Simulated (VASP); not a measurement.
Write the native input for VASP 6.6.1 that does the following.

| Item | Value |
| --- | --- |
| Task | single point |
| Functional | PBEsol |
| Potentials or basis | VASP PAW PBE potentials, release 64 (Ti_sv, O, Ba_sv) |
| Cutoff | 520 eV |
| k mesh | 1 × 1 × 2 |
| Occupations | gaussian, width 0.02 eV |
| Spin | no spin polarisation |
| Dipole correction | no |
| Further INCAR settings | ALGO = Normal; EDIFF = 1e-06; NBANDS = 90 |

The structure of Ba3Ti4O12 (a cell with a defect) lies in POSCAR:

```
Ba3Ti4O12
1.0
    8.2249340000      0.0000000000      0.0000000000
    0.0000000000      8.2249340000      0.0000000000
    0.0000000000      0.0000000000      5.0356130000
Ti O Ba
4 12 3
Direct
    0.2245463712      0.2245463712      0.5000000000
    0.2245463712      0.7754536288      0.5000000000
    0.7754536288      0.2245463712      0.5000000000
    0.7754536288      0.7754536288      0.5000000000
    0.0000000000      0.2828223269      0.5000000000
    0.2828223269      0.0000000000      0.5000000000
    0.0000000000      0.0000000000      0.5000000000
    0.0000000000      0.7171776731      0.5000000000
    0.2646119944      0.5000000000      0.5000000000
    0.0000000000      0.5000000000      0.5000000000
    0.5000000000      0.2646119944      0.5000000000
    0.7171776731      0.0000000000      0.5000000000
    0.5000000000      0.0000000000      0.5000000000
    0.5000000000      0.7353880056      0.5000000000
    0.7353880056      0.5000000000      0.5000000000
    0.5000000000      0.5000000000      0.5000000000
    0.0000000000      0.5000000000      0.0000000000
    0.5000000000      0.0000000000      0.0000000000
    0.5000000000      0.5000000000      0.0000000000
```

The input as run:

INCAR

```
SYSTEM = Ba3Ti4O12
ALGO = Normal ; EDIFF = 1E-6
ENCUT = 520 ; GGA = PS
GGA_COMPAT = .FALSE. ; ISIF = 2
ISMEAR = 0 ; LASPH = .TRUE.
LCHARG = .TRUE. ; LELF = .TRUE.
LREAL = .FALSE. ; LVHAR = .TRUE.
LWAVE = .FALSE. ; NBANDS = 90
NELM = 120 ; PREC = Accurate
SIGMA = 0.02
```

KPOINTS

```
k-points
0
G
  1 1 2
  0 0 0
```

Potentials or basis: VASP PAW PBE potentials, release 64 (Ti_sv, O, Ba_sv).

Launch:

```bash
$ cat potpaw_PBE.64/Ti_sv/POTCAR potpaw_PBE.64/O/POTCAR potpaw_PBE.64/Ba_sv/POTCAR > POTCAR
$ mpirun -np 1 vasp_std > vasp.out
```

Results of the run:

The pressure is -7.0 GPa and the largest force is 0.041 eV/Å. The band gap on the k mesh is zero (bands 75 and 76 overlap by 0.61 eV).

Caveat: the k points lie up to 0.76 Å⁻¹ apart, too coarse for converged energies and pressures of a metal; the PAW data sets were made with another functional, which shifts forces and pressure a little; spin-orbit coupling is left out, which moves the levels of the heavy elements; semilocal functionals often make such compounds metallic where correlation or magnetic order opens a gap, which also shifts bond lengths.

It took 4.7 min on 1 thread of Intel(R) Xeon(R) Platinum 8375C CPU @ 2.90GHz (Ice Lake), with other jobs on the host, peak memory 0.41 GiB.
